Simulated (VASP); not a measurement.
Runs of VASP 6.6.1 on Pd. The structure is that of space group Fm-3m (No. 225), or close to it. The cells are those of the table. 

```csv
task,cell,gap on the mesh (eV),pressure (GPa)
single point,"a = 2.605 Å, angles 60.0°, 1 atom",none,59.6
single point,"a = 2.648 Å, angles 60.0°, 1 atom",none,39.6
relaxation of cell and atoms,"relaxed to 40 GPa from a = 2.751 Å, angles 60.0°, 1 atom",none,40.1
single point,"a = 2.705 Å, angles 60.0°, 1 atom",none,(a)
relaxation of cell and atoms,"relaxed from a = 2.751 Å, angles 60.0°, 1 atom",none,-0.1
single point,"a = 2.790 Å, angles 60.0°, 1 atom",none,-0.2
relaxation of cell and atoms,"relaxed to 20 GPa from a = 2.751 Å, angles 60.0°, 1 atom",none,19.9
relaxation of cell and atoms,"relaxed to 60 GPa from a = 2.751 Å, angles 60.0°, 1 atom",none,60.0
```

Alike in all rows: level PBE; potentials or basis VASP PAW PBE potentials, release 64 (Pd); no spin polarisation; k mesh 11 × 11 × 11; cutoff (eV) 500; smearing gaussian 0.1 eV.

Task: Estimate the missing entries.

Result: (a) 19.7.

Caveats: the cell stands under pressure (at least some runs); the cell is relaxed towards a set pressure, so the run minimises the enthalpy, not the energy (at least some runs).

A k mesh can miss the band edges, and the runs leave out spin-orbit coupling on Pd.

A gap of «none» marks levels without a gap at the run's occupations.
